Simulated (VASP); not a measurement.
A run of VASP 6.6.1 is set up as follows.

The input INCAR:

```
SYSTEM = ReSb2
  ALGO = Normal
  EDIFF = 1E-6
  ENCUT = 520
  GGA = PE
  ISIF = 2
  ISMEAR = 0
  ISPIN = 2
  LASPH = .True.
  LCHARG = .False.
  LMAXMIX = 4
  LORBIT = 11
  LREAL = .False.
  LWAVE = .False.
  MAGMOM = 1 0 0
  NBANDS = 20
  NELM = 150
  PREC = Accurate
  SIGMA = 0.1
```

The input KPOINTS:

```
k-points
0
Gamma
  4 4 4
  0 0 0
```

The input POSCAR:

```
ReSb2
1.0
    3.8256504901      0.0000000000      0.0000000000
    0.0000000000      3.8256504901      0.0000000000
    0.0000000000      0.0000000000      5.2559204282
Re Sb
1 2
Direct
    0.0000000000      0.0000000000      0.0000000000
    0.0000000000      0.0000000000      0.5000000000
    0.5000000000      0.5000000000      0.0000000000
```

Potentials or basis: VASP PAW PBE potentials, release 64 (Re, Sb).

Run with:

```console
$ cat potpaw_PBE.64/Re/POTCAR potpaw_PBE.64/Sb/POTCAR > POTCAR
$ mpirun -np 1 vasp_std > vasp.out
```

(1) Estimate the net moment.

(2) Estimate the pressure.

(3) Predict the site moments.

## Answers

(1) 0.60 μB per cell.

(2) -0.1 GPa.

(3) Re +0.61; Sb -0.01, -0.02 μB.

Caveat: the k points lie up to 0.41 Å⁻¹ apart.
